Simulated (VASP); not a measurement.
BeCd3O4: relaxation of cell and atoms with PBE

The system is BeCd3O4.

```
CELL_PARAMETERS angstrom
4.78925 -0.03642 -0.04461
-0.03642 4.93951 -0.02881
-0.04461 -0.02881 4.91259
ATOMIC_POSITIONS crystal
Be 0.01512 0.97845 0.01902
Cd 0.06552 0.52195 0.50328
Cd 0.48490 0.53914 0.97217
Cd 0.48248 0.00733 0.54429
O 0.76493 0.78469 0.22451
O 0.80606 0.18879 0.77709
O 0.15510 0.80024 0.77015
O 0.22589 0.17940 0.18950
```

```json
{
 "Program": "VASP 6.6.1",
 "Task": "relaxation of cell and atoms",
 "Functional": "PBE",
 "Potentials or basis": "VASP PAW PBE potentials, release 64 (Be, Cd, O)",
 "Cutoff": "600 eV",
 "k mesh": "4 × 4 × 4",
 "Occupations": "gaussian, width 0.2 eV",
 "Spin": "no spin polarisation",
 "Dipole correction": "no",
 "Further INCAR settings": "ALGO = Normal; EDIFF = 1e-07; IBRION = 2; EDIFFG = -0.025; NSW = 80; ISIF = 3"
}
```

- Relaxed volume: 13.73 Å³/atom
- Relaxed cell: a = 4.789 Å, b = 4.788 Å, c = 4.789 Å, α = 90.09°, β = 90.04°, γ = 89.99°
- Space group after relaxing (to 0.1 Å): P-43m (No. 215)
- Energy gained by relaxing: 217.6 meV/atom
- Ionic steps: 20
- Pressure after relaxing: 0.0 GPa
- Largest force after relaxing: 0.021 eV/Å

Forces on the atoms (eV/Å):
```
Be   0.001 -0.002 -0.003
Cd   0.000  0.006  0.018
Cd  -0.001 -0.010 -0.013
Cd   0.000 -0.003 -0.015
O   -0.001 -0.005  0.003
O   -0.007  0.013  0.001
O    0.008  0.009  0.018
O    0.000 -0.008 -0.009
```

Step by step:
| step | energy change (eV) | largest force (eV/Å) | pressure (GPa) | volume (Å³) |
| --- | --- | --- | --- | --- |
| 1 | 0.0000 | 5.2448 | -1.82 | 116.19 |
| 2 | -1.1553 | 2.0798 | -3.28 | 113.31 |
| 3 | -1.1556 | 2.1669 | -3.02 | 113.13 |
| 4 | -1.4890 | 0.8861 | 1.47 | 108.18 |
| 5 | -1.4920 | 0.8812 | 2.10 | 107.66 |
| 6 | -1.6178 | 0.4148 | -0.36 | 109.65 |
| 7 | -1.6301 | 0.4733 | -1.21 | 110.50 |
| 8 | -1.6726 | 0.2729 | 0.14 | 109.27 |
| 9 | -1.6786 | 0.3584 | 0.94 | 108.61 |
| 10 | -1.7043 | 0.2698 | 0.03 | 109.54 |
| 11 | -1.7090 | 0.3194 | -0.52 | 110.15 |
| 12 | -1.7283 | 0.1925 | -0.09 | 109.83 |
| 13 | -1.7318 | 0.1685 | 0.19 | 109.62 |
| 14 | -1.7380 | 0.0728 | -0.13 | 109.92 |
| 15 | -1.7383 | 0.0907 | -0.22 | 110.02 |
| 16 | -1.7394 | 0.0453 | 0.23 | 109.58 |
| 17 | -1.7394 | 0.0429 | 0.19 | 109.63 |
| 18 | -1.7401 | 0.0304 | -0.04 | 109.83 |
| 19 | -1.7401 | 0.0355 | -0.09 | 109.88 |
| 20 | -1.7405 | 0.0211 | 0.00 | 109.81 |

Final structure:
```
Be Cd O
1.0
     4.78865    0.00108   -0.00245
    -0.00035    4.78820   -0.00307
    -0.00111   -0.00431    4.78900
Be Cd O
1 3 4
Direct
  0.00025 0.00003 0.99989
  0.99919 0.49925 0.49866
  0.50003 0.50064 0.00049
  0.49974 0.99993 0.50137
  0.79552 0.79645 0.20458
  0.79601 0.20475 0.79577
  0.20378 0.79462 0.79481
  0.20548 0.20433 0.20443
```

Levels at points of the mesh, in eV from the Fermi level:
```csv
k point,band 29,band 30,band 31,band 32,band 33,band 34
"(0.00, 0.00, 0.00)",-0.68,-0.68,-0.68,-0.10,4.88,4.89
"(0.50, 0.00, 0.00)",-1.42,-0.70,-0.70,2.37,2.91,6.27
"(0.00, 0.50, 0.00)",-1.42,-0.70,-0.70,2.37,2.91,6.27
"(0.50, 0.50, 0.00)",-1.18,-1.17,-0.12,2.61,4.43,4.43
"(0.00, 0.00, 0.50)",-1.42,-0.70,-0.70,2.37,2.91,6.28
"(0.50, 0.00, 0.50)",-1.18,-1.18,-0.12,2.61,4.43,4.43
"(0.00, 0.50, 0.50)",-1.18,-1.18,-0.12,2.61,4.43,4.43
"(0.50, 0.50, 0.50)",-0.80,-0.70,-0.70,2.81,4.00,4.01
```

Run time: 18 min on 1 thread of Intel(R) Xeon(R) 6975P-C (Granite Rapids), on a shared host, peak memory 0.37 GiB.
